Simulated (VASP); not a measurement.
# LiGeN (P6_3mc) in VASP: elastic constants with PBE

Aim: the elastic constants of LiGeN with PBE.

Program: VASP 6.6.1. These are calculated values, not measurements. Logs are shortened: lines on timing, memory, paths and dates and some standing lists are left out, and cuts for length are marked.

## Step 1: The cell of the first run

The structure is hexagonal, space group P6_3mc (No. 186). The conventional cell has a = 3.016 Å, b = 3.016 Å, c = 9.431 Å, α = 90.00°, β = 90.00°, γ = 120.00°. Li (site symmetry 3m) has 3 N at 2.17 Å and 6 Ge at 2.88 to 2.98 Å and 6 Li at 3.02 Å within 3.1 Å. Within 2.7 Å of Ge (site symmetry 3m) lie 3 N at 2.01 Å. Within 2.7 Å of N (site symmetry 3m) lie 3 Ge at 2.01 Å and 3 Li at 2.17 Å.

## Step 2: Elastic constants, PBE

INCAR reads:

```
SYSTEM = LiGeN
PREC = Accurate ; ENCUT = 750
EDIFF = 1E-8 ; ISMEAR = 0
SIGMA = 0.01 ; LREAL = .False.
LASPH = .True. ; NELM = 120
ALGO = Normal ; ISIF = 3
LWAVE = .False. ; LCHARG = .False.
GGA = PE ; NBANDS = 31
IBRION = 6 ; NFREE = 2
POTIM = 0.015 ; NSW = 1
GGA_COMPAT = .False. ; KPAR = 4
```

KPOINTS reads:

```
Automatic mesh
0
Gamma
  12 12 4
  0 0 0
```

POSCAR reads:

```
LiGeN
1.0
    3.0157573124      0.0000000000      0.0000000000
   -1.5078786562      2.6117224442      0.0000000000
    0.0000000000      0.0000000000      9.4305023262
Li Ge N
2 2 2
Direct
    0.6666666667      0.3333333333      0.7416381427
    0.3333333333      0.6666666667      0.2416381427
    0.0000000000      0.0000000000      0.4986003310
    0.0000000000      0.0000000000      0.9986003310
    0.3333333333      0.6666666667      0.6043995464
    0.6666666667      0.3333333333      0.1043995464
```

Potentials or basis: VASP PAW PBE potentials, release 64 (Li_sv, Ge_d, N).

Started as:

```bash
cat potpaw_PBE.64/Li_sv/POTCAR potpaw_PBE.64/Ge_d/POTCAR potpaw_PBE.64/N/POTCAR > POTCAR
mpirun -np 4 vasp_std > vasp.out
```

OUTCAR:

```text
SYSTEM = LiGeN
   PREC = Accurate
   ENCUT = 750
   EDIFF = 1E-8
   ISMEAR = 0
   LREAL = .False.
   LASPH = .True.
   NELM = 120
   ISIF = 3
   GGA = PE
   IBRION = 6
   NFREE = 2
   POTIM = 0.015
   NSW = 1

 ion  position               nearest neighbor table
   1  0.667  0.333  0.742-   5 2.17   5 2.17   5 2.17
   2  0.333  0.667  0.242-   6 2.17   6 2.17   6 2.17
   3  0.000  0.000  0.499-   5 2.01   5 2.01   5 2.01
   4  0.000  0.000  0.999-   6 2.01   6 2.01   6 2.01
   5  0.333  0.667  0.604-   3 2.01   3 2.01   3 2.01   1 2.17   1 2.17   1 2.17
   6  0.667  0.333  0.104-   4 2.01   4 2.01   4 2.01   2 2.17   2 2.17   2 2.17

  LATTYP: Found a hexagonal cell.
 ALAT       =     3.0157573124
 C/A-ratio  =     3.1270760042

  Lattice vectors:

 A1 = (   3.0157573124,   0.0000000000,   0.0000000000)
 A2 = (  -1.5078786562,   2.6117224442,   0.0000000000)
 A3 = (   0.0000000000,   0.0000000000,   9.4305023262)

Analysis of symmetry for initial positions (statically):
=====================================================================
 Subroutine PRICEL returns:
 Original cell was already a primitive cell.

 Routine SETGRP: Setting up the symmetry group for a
 hexagonal supercell.

 Subroutine GETGRP returns: Found 12 space group operations
 (whereof  6 operations were pure point group operations)
 out of a pool of 24 trial point group operations.

The static configuration has the point symmetry C_3v.
 The point group associated with its full space group is C_6v.

Analysis of symmetry for dynamics (positions and initial velocities):
=====================================================================
 Subroutine PRICEL returns:
 Original cell was already a primitive cell.

 Routine SETGRP: Setting up the symmetry group for a
 hexagonal supercell.

 Subroutine GETGRP returns: Found 12 space group operations
 (whereof  6 operations were pure point group operations)
 out of a pool of 24 trial point group operations.

The dynamic configuration has the point symmetry C_3v.
 The point group associated with its full space group is C_6v.

 Subroutine INISYM returns: Found 12 space group operations
 (whereof  6 operations are pure point group operations),
 and found     1 'primitive' translations

----------------------------------------------------------------------------------------

                                     Primitive cell

  volume of cell :      74.2777

  direct lattice vectors                    reciprocal lattice vectors
     3.015757312  0.000000000  0.000000000     0.331591669  0.191444539  0.000000000
    -1.507878656  2.611722444  0.000000000     0.000000000  0.382889079  0.000000000
     0.000000000  0.000000000  9.430502326     0.000000000  0.000000000  0.106038890

  length of vectors
     3.015757312  3.015757312  9.430502326     0.382889079  0.382889079  0.106038890

  position of ions in fractional coordinates (direct lattice)
     0.666666667  0.333333333  0.741638143
     0.333333333  0.666666667  0.241638143
     0.000000000  0.000000000  0.498600331
     0.000000000  0.000000000  0.998600331
     0.333333333  0.666666667  0.604399546
     0.666666667  0.333333333  0.104399546

  ion indices of the primitive-cell ions
   primitive index   ion index
                 1           1
[... 130 lines left out ...]

  FORCE on cell =-STRESS in cart. coord.  units (eV):
  Direction    XX          YY          ZZ          XY          YZ          ZX
  --------------------------------------------------------------------------------------
  -------------------------------------------------------------------------------------
  Total       -0.0724979     -0.0724979     -0.0429349     -0.0000000     -0.0000000      0.0000000
  in kB       -1.5637877     -1.5637877     -0.9261109     -0.0000000     -0.0000000      0.0000000
  external PRESSURE =      -1.3512288 kB  Pullay stress =       0.0000000 kB
[... 101 lines left out ...]
  FREE ENERGIE OF THE ION-ELECTRON SYSTEM (eV)
  ---------------------------------------------------
  free  energy   TOTEN  =       -31.3660158221 eV

  energy  without entropy=      -31.3660158221  energy(sigma->0) =      -31.36601582

[... ionic steps 4 to 22 ...]

--------------------------------------- Ionic step       23  -------------------------------------------

 number of electron      44.0000007 magnetization

------------------------ aborting loop because EDIFF is reached ----------------------------------------
[... 75 lines left out ...]
--------------------------------------- Ionic step       25  -------------------------------------------

 number of electron      44.0000006 magnetization

 Free energy of the ion-electron system (eV)
  ---------------------------------------------------
  ext. energy  EPLUGINS =         0.00000000
  ---------------------------------------------------
  free energy    TOTEN  =       -31.37622504 eV

  energy without entropy =      -31.37622504  energy(sigma->0) =      -31.37622504

 E-fermi :   4.6728     XC(G=0): -10.3856

 val. band max:        4.6019425036   @ k =   0.2500   0.0000   0.0000
 cond. band min:       6.0652643136   @ k =   0.5000   0.0000   0.0000
 fundamental gap:      1.4633218100
 Fermi energy:         4.6727722110

 k-point     1 :       0.0000    0.0000    0.0000
  band No.  band energies     occupation
      1     -40.6498      2.00000
      2     -40.5874      2.00000
      3     -19.4256      2.00000
      4     -19.4256      2.00000
      5     -19.4090      2.00000
      6     -19.4090      2.00000
[... 805 lines left out ...]
     30      12.9029      0.00000
     31      14.7206      0.00000

 [... further k-points ...]

------------------------ aborting loop because EDIFF is reached ----------------------------------------

  FORCE on cell =-STRESS in cart. coord.  units (eV):
  Direction    XX          YY          ZZ          XY          YZ          ZX
  --------------------------------------------------------------------------------------
  -------------------------------------------------------------------------------------
  Total       -0.0208561     -0.0208561      0.1190637      0.0000000      0.0000000      0.0000000
  in kB       -0.4498675     -0.4498675      2.5682164      0.0000000      0.0000000      0.0000000
  external PRESSURE =       0.5561605 kB  Pullay stress =       0.0000000 kB
[... 21 lines left out ...]
  FREE ENERGIE OF THE ION-ELECTRON SYSTEM (eV)
  ---------------------------------------------------
  free  energy   TOTEN  =       -31.3762250402 eV

  energy  without entropy=      -31.3762250402  energy(sigma->0) =      -31.37622504

 INTERNAL STRAIN TENSORS FROM STRAINED CELLS
 ============================================

 INTERNAL STRAIN TENSOR FOR ION    1 for displacements in x,y,z  (eV/Angst):
          X           Y           Z          XY          YZ          ZX
  --------------------------------------------------------------------------------
  x    -0.00000     0.00000     0.00000    -0.55135    -0.00000    -1.46604
  y    -0.55107     0.55065    -0.00000    -0.00006    -1.47114     0.00001
  z    -1.40765    -1.40699    -5.44306    -0.00061     0.00018    -0.00019

 INTERNAL STRAIN TENSORS FROM DISPLACED ATOMS
 ============================================

 INTERNAL STRAIN TENSOR FOR ION    1 for displacements in x,y,z  (eV/Angst):
          X           Y           Z          XY          YZ          ZX
  --------------------------------------------------------------------------------
  x     0.00000     0.00000     0.00000    -0.54902    -0.00000    -1.40014
  y    -0.54902     0.54902     0.00000     0.00000    -1.40014     0.00000
  z    -1.39850    -1.39850    -5.41822     0.00000     0.00000     0.00000

 INTERNAL STRAIN TENSOR FOR ION    6 for displacements in x,y,z  (eV/Angst):
          X           Y           Z          XY          YZ          ZX
  --------------------------------------------------------------------------------
  x     0.00000     0.00000     0.00000    -1.57869    -0.00000    -5.75243
  y    -1.57869     1.57869     0.00000     0.00000    -5.75245    -0.00000
  z    -3.15054    -3.15054   -10.87645     0.00000    -0.00000     0.00000

 Eigenvectors and eigenvalues of the dynamical matrix
 ----------------------------------------------------

   1 f  =   18.556778 THz   116.595673 2PiTHz  618.987477 cm-1    76.744632 meV
             X         Y         Z           dx          dy          dz
      1.507879  0.870574  6.994020     0.000000   -0.000000    0.136005
     -0.000000  1.741148  2.278769    -0.000000   -0.000000   -0.136005
      0.000000  0.000000  4.702052    -0.000000   -0.000000    0.249964
      0.000000  0.000000  9.417303    -0.000000   -0.000000   -0.249964
     -0.000000  1.741148  5.699791     0.000000    0.000000   -0.647318
      1.507879  0.870574  0.984540     0.000000    0.000000    0.647318
[... 145 lines left out ...]
  18 f/i=    0.013623 THz     0.085595 2PiTHz    0.454409 cm-1     0.056340 meV
             X         Y         Z           dx          dy          dz
      1.507879  0.870574  6.994020     0.017939   -0.194128    0.000000
     -0.000000  1.741148  2.278769     0.017939   -0.194128    0.000000
      0.000000  0.000000  4.702052     0.057254   -0.619566    0.000000
      0.000000  0.000000  9.417303     0.057254   -0.619566    0.000000
     -0.000000  1.741148  5.699791     0.025175   -0.272430    0.000000
      1.507879  0.870574  0.984540     0.025175   -0.272430    0.000000

--------------------------------------------------------------------------------------------------------

 ELASTIC MODULI CONTR FROM IONIC RELAXATION (kBar)
 Direction    XX          YY          ZZ          XY          YZ          ZX
 --------------------------------------------------------------------------------
 XX         -91.6882     -8.4472   -183.2175     -0.0000     -0.0000     -0.0000
 YY          -8.4472    -91.6882   -183.2175      0.0000     -0.0000      0.0000
 ZZ        -183.2175   -183.2175   -673.9399     -0.0000     -0.0000     -0.0000
 XY          -0.0000      0.0000     -0.0000    -41.6205     -0.0000     -0.0000
 YZ           0.0000      0.0000     -0.0000     -0.0000   -343.1402     -0.0000
 ZX          -0.0000      0.0000     -0.0000     -0.0000     -0.0000   -343.1394
 --------------------------------------------------------------------------------

 TOTAL ELASTIC MODULI (kBar)
 Direction    XX          YY          ZZ          XY          YZ          ZX
 --------------------------------------------------------------------------------
 XX        2334.7087    460.3588    105.3613     -0.0000     -0.0000     -0.0000
 YY         460.3588   2334.7087    105.3613      0.0000     -0.0000      0.0000
 ZZ         105.3613    105.3613   1083.6828     -0.0000     -0.0000     -0.0000
 XY          -0.0000      0.0000     -0.0000    937.1749     -0.0000     -0.0000
 YZ           0.0000      0.0000     -0.0000     -0.0000    151.3062     -0.0000
 ZX          -0.0000      0.0000     -0.0000     -0.0000     -0.0000    151.3065
 --------------------------------------------------------------------------------
```

It took 21 min on 4 MPI ranks of AMD EPYC 9R45 (Zen 5), shared host; peak memory 1.5 GiB.

Results:

```yaml
Voigt_bulk_modulus: 79 GPa
Highest_phonon_frequency_at_Γ: 619 cm⁻¹
```

Phonon frequencies in cm⁻¹ (negative: imaginary):
```
              q point                                                      frequencies
(0.000, 0.000, 0.000)  0 0 0 43 43 118 195 195 201 201 349 420 420 421 421 458 567 619
```

Elastic tensor in Voigt notation (GPa, in the Cartesian axes of the cell as first typed):
```
233  46  11   0   0   0
 46 233  11   0   0   0
 11  11 108   0   0   0
  0   0   0  15   0   0
  0   0   0   0  15   0
  0   0   0   0   0  94
```

Clamped-ion elastic tensor (GPa):
```
243  47  29   0   0   0
 47 243  29   0   0   0
 29  29 176   0   0   0
  0   0   0  49   0   0
  0   0   0   0  49   0
  0   0   0   0   0  98
```
